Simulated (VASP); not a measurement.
# As (Fd-3m) in VASP: further runs

The runs below take As through single point, with revPBE.

Everything below comes from runs of VASP 6.6.1. Logs are shortened: lines on timing, memory, paths and dates and some standing lists are left out, and cuts for length are marked.

### 1 The cell of the first run

It takes space group Fd-3m (No. 227, cubic). The conventional cell has a = 5.908 Å, b = 5.908 Å, c = 5.908 Å, α = 90.00°, β = 90.00°, γ = 90.00°. Within 3.4 Å of As (site symmetry -43m) lie 4 As at 2.56 Å.

### 2 Single point, revPBE (volume scaled by 0.88)

Contents of INCAR:

```
SYSTEM = As
  PREC = Accurate
  ENCUT = 520
  EDIFF = 1E-6
  ISMEAR = -1
  SIGMA = 0.1
  LREAL = .FALSE.
  LASPH = .TRUE.
  NELM = 100
  ALGO = Normal
  ISIF = 2
  LWAVE = .FALSE.
  LCHARG = .FALSE.
  GGA = RE
  NBANDS = 12
```

Contents of KPOINTS:

```
Automatic mesh
0
G
  10 10 10
  0 0 0
```

Contents of POSCAR:

```
As
1.0
    0.0000000000      2.9538809181      2.9538809181
    2.9538809181      0.0000000000      2.9538809181
    2.9538809181      2.9538809181      0.0000000000
As
2
Direct
    0.1250000000      0.1250000000      0.1250000000
    0.8750000000      0.8750000000      0.8750000000
```

Potentials or basis: VASP PAW PBE potentials, release 64 (As).

The run is started by

```bash
$ cat potpaw_PBE.64/As/POTCAR > POTCAR
$ mpirun -np 1 vasp_std > vasp.out
```

OUTCAR:

```text
SYSTEM = As
   PREC = Accurate
   ENCUT = 520
   EDIFF = 1E-6
   ISMEAR = -1
   LREAL = .FALSE.
   LASPH = .TRUE.
   NELM = 100
   ISIF = 2
   GGA = RE

 ion  position               nearest neighbor table
   1  0.125  0.125  0.125-   2 2.56   2 2.56   2 2.56   2 2.56
   2  0.875  0.875  0.875-   1 2.56   1 2.56   1 2.56   1 2.56

  LATTYP: Found a face centered cubic cell.
 ALAT       =     5.9077618362

  Lattice vectors:

 A1 = (   0.0000000000,   2.9538809181,   2.9538809181)
 A2 = (   2.9538809181,   0.0000000000,   2.9538809181)
 A3 = (   2.9538809181,   2.9538809181,   0.0000000000)

Analysis of symmetry for initial positions (statically):
=====================================================================
 Subroutine PRICEL returns:
 Original cell was already a primitive cell.

 Routine SETGRP: Setting up the symmetry group for a
 face centered cubic supercell.

 Subroutine GETGRP returns: Found 48 space group operations
 (whereof 12 operations were pure point group operations)
 out of a pool of 48 trial point group operations.

The static configuration has the point symmetry D_3d.
 The point group associated with its full space group is O_h .

Analysis of symmetry for dynamics (positions and initial velocities):
=====================================================================
 Subroutine PRICEL returns:
 Original cell was already a primitive cell.

 Routine SETGRP: Setting up the symmetry group for a
 face centered cubic supercell.

 Subroutine GETGRP returns: Found 48 space group operations
 (whereof 12 operations were pure point group operations)
 out of a pool of 48 trial point group operations.

The dynamic configuration has the point symmetry D_3d.
 The point group associated with its full space group is O_h .

 Subroutine INISYM returns: Found 48 space group operations
 (whereof 12 operations are pure point group operations),
 and found     1 'primitive' translations

----------------------------------------------------------------------------------------

                                     Primitive cell

  volume of cell :      51.5477

  direct lattice vectors                    reciprocal lattice vectors
     0.000000000  2.953880918  2.953880918    -0.169268841  0.169268841  0.169268841
     2.953880918  0.000000000  2.953880918     0.169268841 -0.169268841  0.169268841
     2.953880918  2.953880918  0.000000000     0.169268841  0.169268841 -0.169268841

  length of vectors
     4.177418456  4.177418456  4.177418456     0.293182233  0.293182233  0.293182233

  position of ions in fractional coordinates (direct lattice)
     0.125000000  0.125000000  0.125000000
     0.875000000  0.875000000  0.875000000

  ion indices of the primitive-cell ions
   primitive index   ion index
                 1           1
                 2           2

----------------------------------------------------------------------------------------

 KPOINTS: Automatic mesh

Automatic generation of k-mesh.
 Grid dimensions read from file:
 generate k-points for:   10   10   10

 Generating k-lattice:

  Cartesian coordinates                     Fractional coordinates (reciprocal lattice)
    -0.016926884  0.016926884  0.016926884     0.100000000  0.000000000  0.000000000
     0.016926884 -0.016926884  0.016926884     0.000000000  0.100000000  0.000000000
     0.016926884  0.016926884 -0.016926884     0.000000000  0.000000000  0.100000000

  Length of vectors
     0.029318223  0.029318223  0.029318223

  Shift w.r.t. Gamma in fractional coordinates (k-lattice)
     0.000000000  0.000000000  0.000000000

 Subroutine IBZKPT returns following result:
 ===========================================

 Found     47 irreducible k-points:

 Following reciprocal coordinates:
            Coordinates               Weight
  0.000000  0.000000  0.000000      1.000000
  0.100000  0.000000  0.000000      8.000000
  0.200000  0.000000  0.000000      8.000000
  0.300000  0.000000  0.000000      8.000000
  0.400000  0.000000  0.000000      8.000000
  0.500000  0.000000  0.000000      4.000000
[... 16 lines left out ...]
  0.300000  0.300000  0.000000      6.000000
  0.400000  0.300000  0.000000     24.000000
 [... further k-points ...]
   k-points           NKPTS =     47   k-points in BZ     NKDIM =     47   number of bands    NBANDS=     12
   number of dos      NEDOS =    301   number of ions     NIONS =      2
   total plane-waves  NPLWV =  32768
   dimension x,y,z NGX =    32 NGY =   32 NGZ =   32
   dimension x,y,z NGXF=    64 NGYF=   64 NGZF=   64
   ions per type =               2
   NGX,Y,Z   is equivalent  to a cutoff of  12.73, 12.73, 12.73 a.u.
   NGXF,Y,Z  is equivalent  to a cutoff of  25.47, 25.47, 25.47 a.u.
 SYSTEM =  As
   PREC   = accura    normal or accurate (medium, high low for compatibility)
   ISTART =      0    job   : 0-new  1-cont  2-samecut
   ICHARG =      2    charge: 1-file 2-atom 10-const
   ISPIN  =      1    spin polarized calculation?
   LNONCOLLINEAR =      F non collinear calculations
   LSORBIT =      F    spin-orbit coupling
   LASPH  =      T    aspherical Exc in radial PAW
   ENCUT  =  520.0 eV  38.22 Ry    6.18 a.u.   7.77  7.77  7.77*2*pi/ulx,y,z
   NELM   =    100;   NELMIN=  2; NELMDL= -5     # of ELM steps
   EDIFF  = 0.1E-05   stopping-criterion for ELM
   LREAL  =      F    real-space projection
   EDIFFG = 0.1E-04   stopping-criterion for IOM
   NSW    =      0    number of steps for IOM
   IBRION =     -1    ionic relax: 0-MD 1-quasi-New 2-CG
   NFREE  =      0    steps in history (QN), initial steepest desc. (CG)
   ISIF   =      2    stress and relaxation
   ISYM   =      2    0-nonsym 1-usesym 2-fastsym
   POTIM  = 0.5000    time-step for ionic-motion
   TEBEG  =    0.0;   TEEND  =   0.0 temperature during run
   PSTRESS=    0.0 pullay stress
   NELECT =      10.0000    total number of electrons
   NUPDOWN=      -1.0000    fix difference up-down
   EMIN   =  10.00;   EMAX   =-10.00  energy-range for DOS
   EFERMI =   0.00;   METHOD = LEGACY
   ISMEAR =    -1;   SIGMA  =   0.10  broadening in eV -4-tet -1-fermi 0-gaus
   EFERMI_NEDOS =   21; number of points for ismear=-14 and -15
   IALGO  =     38    algorithm
   IMIX   =      4    mixing-type and parameters
     AMIX     =   0.40;   BMIX     =  1.00
     AMIX_MAG =   1.60;   BMIX_MAG =  1.00
  volume/ion in A,a.u.               =      25.77       173.93
  Fermi-wavevector in a.u.,A,eV,Ry     =   0.947702  1.790897 12.219927  0.898139
  Thomas-Fermi vector in A             =   2.075821
   LORBIT       =      0    0 simple, 1 ext, 2 COOP (PROOUT), +10 PAW based schemes
   GGA     = RE    functional components
   LHFCALC =     F    Hartree Fock is set to
   AEXX    =    0.0000 exact exchange contribution
   IVDW    =     0    specifies the selected vdW correction
   LEPSILON=     F    determine dielectric tensor
   LRPA    =     F    only Hartree local field effects (RPA)
 non-spin polarized calculation
  energy-cutoff  :      520.00
  volume of cell :       51.55
 maximum number of plane-waves:      1411
   NGX = 15   NGY = 15   NGZ = 15

 number of electron      10.0000000 magnetization

 Free energy of the ion-electron system (eV)
  ---------------------------------------------------
  ext. energy  EPLUGINS =         0.00000000
  ---------------------------------------------------
  free energy    TOTEN  =        -8.01918946 eV

  energy without entropy =       -7.97617858  energy(sigma->0) =       -7.99768402

 E-fermi :   3.8682     XC(G=0):  -8.9278

 val. band max:        3.8616904950   @ k =   0.5000   0.4000   0.1000
 cond. band min:       3.8742725397   @ k =   0.4000   0.3000   0.0000
 fundamental gap:      0.0125820447
 Fermi energy:         3.8681626652

 k-point     1 :       0.0000    0.0000    0.0000
  band No.  band energies     occupation
      1     -10.4811      2.00000
      2      -1.5049      2.00000
      3       1.5799      2.00000
      4       1.5799      2.00000
      5       1.5799      2.00000
      6       4.4676      0.00497
      7       4.4676      0.00497
      8       4.4676      0.00497
      9       8.9427      0.00000
     10      11.8113      0.00000
     11      11.8113      0.00000
     12      13.7561      0.00000

 k-point     2 :       0.1000    0.0000    0.0000
  band No.  band energies     occupation
      1     -10.3845      2.00000
      2      -2.0656      2.00000
      3       1.4324      2.00000
      4       1.4324      2.00000
      5       1.7241      2.00000
      6       4.6825      0.00058
      7       4.6825      0.00058
      8       4.7281      0.00037
      9       9.4128      0.00000
     10      11.3966      0.00000
     11      11.3966      0.00000
     12      13.3436      0.00000

 k-point     3 :       0.2000    0.0000    0.0000
  band No.  band energies     occupation
      1     -10.1033      2.00000
      2      -3.2191      2.00000
      3       1.1202      2.00000
      4       1.1202      2.00000
      5       1.7020      2.00000
      6       5.1399      0.00001
      7       5.1399      0.00001
      8       5.6479      0.00000
      9      10.3709      0.00000
     10      11.0072      0.00000
     11      11.0072      0.00000
     12      12.9565      0.00000

 k-point     4 :       0.3000    0.0000    0.0000
  band No.  band energies     occupation
      1      -9.6725      2.00000
      2      -4.4317      2.00000
      3       0.8202      2.00000
      4       0.8202      2.00000
      5       1.4759      2.00000
      6       5.5337      0.00000
      7       5.5337      0.00000
      8       7.0481      0.00000
      9      10.7350      0.00000
     10      11.1928      0.00000
     11      11.1928      0.00000
     12      13.4890      0.00000

 k-point     5 :       0.4000    0.0000    0.0000
  band No.  band energies     occupation
      1      -9.1965      2.00000
      2      -5.4200      2.00000
      3       0.6190      2.00000
      4       0.6190      2.00000
      5       1.2763      2.00000
      6       5.7254      0.00000
      7       5.7254      0.00000
      8       8.5384      0.00000
      9      10.7406      0.00000
     10      12.0298      0.00000
     11      12.0298      0.00000
     12      13.1528      0.00000
[... 228 lines left out ...]
      1      -9.0261      2.00000
      2      -5.5099      2.00000
      3      -0.9970      2.00000
      4       0.5041      2.00000
      5       2.9926      1.99968
      6       6.0507      0.00000
      7       6.2285      0.00000
      8       7.2901      0.00000
      9      10.6249      0.00000
     10      11.0493      0.00000
     11      12.9001      0.00000
     12      14.3907      0.00000

 k-point    22 :      -0.2000    0.2000    0.0000
  band No.  band energies     occupation
      1      -9.5100      2.00000
      2      -4.6449      2.00000
      3      -0.5650      2.00000
      4       0.8532      2.00000
      5       2.8325      1.99994
      6       5.6513      0.00000
      7       5.6580      0.00000
      8       6.7514      0.00000
      9      10.2288      0.00000
     10      11.6039      0.00000
     11      11.9624      0.00000
     12      14.7651      0.00000

 k-point    23 :       0.3000    0.3000    0.0000
  band No.  band energies     occupation
      1      -9.3392      2.00000
      2      -4.9014      2.00000
      3      -0.1104      2.00000
      4      -0.1104      2.00000
      5       3.1743      1.99806
      6       3.7163      1.64072
      7       7.5790      0.00000
      8       7.5790      0.00000
      9       9.3302      0.00000
     10      12.7059      0.00000
     11      13.2323      0.00000
     12      16.2952      0.00000

 k-point    24 :       0.4000    0.3000    0.0000
  band No.  band energies     occupation
      1      -8.8995      2.00000
      2      -5.6403      2.00000
      3      -0.5315      2.00000
      4      -0.2882      2.00000
      5       3.2835      1.99424
      6       3.8743      0.96946
      7       7.8097      0.00000
      8       8.0601      0.00000
      9      10.2705      0.00000
     10      12.8437      0.00000
     11      13.7603      0.00000
     12      15.5778      0.00000

 [... further k-points ...]
[... 5 lines left out ...]
  --------------------------------------------------------------------------------------
  -------------------------------------------------------------------------------------
  Total        2.2361775      2.2361775      2.2361775      0.0000000     -0.0000000     -0.0000000
  in kB       69.5036964     69.5036964     69.5036964      0.0000000     -0.0000000     -0.0000000
  external PRESSURE =      69.5036964 kB  Pullay stress =       0.0000000 kB

 VOLUME and BASIS-vectors are now :
 -----------------------------------------------------------------------------
  energy-cutoff  :      520.00
  volume of cell :       51.55
      direct lattice vectors                 reciprocal lattice vectors
     0.000000000  2.953880918  2.953880918    -0.169268841  0.169268841  0.169268841
     2.953880918  0.000000000  2.953880918     0.169268841 -0.169268841  0.169268841
     2.953880918  2.953880918  0.000000000     0.169268841  0.169268841 -0.169268841

 POSITION                                       TOTAL-FORCE (eV/Angst)
 -----------------------------------------------------------------------------------
      0.73847      0.73847      0.73847         0.000000      0.000000      0.000000
      5.16929      5.16929      5.16929        -0.000000     -0.000000     -0.000000
 -----------------------------------------------------------------------------------
    total drift:                                0.000000      0.000000     -0.000000

  FREE ENERGIE OF THE ION-ELECTRON SYSTEM (eV)
  ---------------------------------------------------
  free  energy   TOTEN  =        -8.0191894596 eV

  energy  without entropy=       -7.9761785757  energy(sigma->0) =       -7.99768402
```

It took 30 s on 1 thread of Intel Xeon Platinum 8259CL at 2.50GHz (Skylake/Cascade Lake), shared host; peak memory 0.18 GiB.

What came out:

| Property | Result |
| --- | --- |
| Free energy | -8.0192 eV |
| Pressure | 7.0 GPa |
| Band gap on the k mesh | zero (band 5 reaches 4.84 eV, above the bottom of band 6 at 3.15 eV) |

Caveat: the PAW data sets were made with another functional, which shifts forces and pressure a little.

[end of part 1 of 2]
